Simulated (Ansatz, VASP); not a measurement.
One calculation of Au, two programs

The input INCAR:

```
PREC     = Accurate       # precision mode
ENCUT    = 520            # plane-wave cutoff, eV
EDIFF    = 1E-6           # SCF threshold, eV
ISMEAR   = 0              # smearing method
SIGMA    = 0.15           # smearing width, eV
LREAL    = F              # projectors in reciprocal space
LASPH    = T              # aspherical terms in the spheres
NELM     = 80             # most SCF steps
ALGO     = Fast           # electronic algorithm
ISIF     = 2              # what is computed and relaxed
LWAVE    = F              # write WAVECAR
LCHARG   = F              # write CHGCAR
GGA      = PS             # functional
NBANDS   = 18             # bands
```

File KPOINTS:

```
Automatic mesh
0
Gamma
  24 24 12
```

File POSCAR:

```
Au
1.0
    1.4100150311     -2.5295881144      0.0000000000
    1.4100150311      2.5295881144      0.0000000000
    0.0000000000      0.0000000000      4.8006775662
Au
2
Direct
    0.6638639510      0.3361360490      0.2500000000
    0.3361360490      0.6638639510      0.7500000000
```

Input for Ansatz:

```yaml
crystal:
  lattice:
    - [1.4100150311, -2.5295881144, 0.0]
    - [1.4100150311, 2.5295881144, 0.0]
    - [0.0, 0.0, 4.8006775662]
  atoms:
    - { symbol: Au, position: [0.663863951, 0.336136049, 0.25] }
    - { symbol: Au, position: [0.336136049, 0.663863951, 0.75] }
basis:
  ecutwfc: 420
kpoints:
  mp_grid: { grid: [24, 24, 12] }
hamiltonian:
  xc: pbesol
scf:
  occupations: { method: gaussian, width: 0.15 }
output:
  forces: true
  stress: true
  eigenvalues: true
```

Change from the starting cell: strain +0.0050 x Voigt [0, 1, 0, 0, 0, 0], atoms carried along.

Alike in both runs: task single point; functional PBEsol; k mesh 24 × 24 × 12; occupations gaussian, width 0.15 eV; no spin polarisation.

|  | VASP | Ansatz |
| --- | --- | --- |
| version | VASP 6.6.1 | Ansatz 0.2.0 |
| potentials or method | VASP PAW PBE potentials, release 64 (Au), cutoff 520 eV | scalar-relativistic, plane waves, PAW |
| valence electrons in the cell | 22 | 38 |

VASP gave:

```
gap on the k mesh at the Fermi level (eV)                     : none
pressure (GPa)                                                : -1.0
traceless stress, the component that is largest in VASP (GPa) : 0.80
rms of the force components (eV/Å)                            : 0.005
```

Q: Which values does Ansatz return?

A: gap on the k mesh at the Fermi level (eV): none; pressure (GPa): -0.8; traceless stress, the component that is largest in VASP (GPa): 0.80; rms of the force components (eV/Å): 0.005.

VASP's potentials were made for PBE, not for PBEsol. Atom by atom the forces differ by 0.000 eV/Å (rms over components). A gap of «none» marks a metal or a gap that the smearing closes. The functional is the same, so the differences come from potentials, cutoffs and numerics. VASP's potentials hold 22 valence electrons a cell and Ansatz's 38, so a difference there can come from the potentials and not from the codes.

Spin-orbit coupling is off throughout.
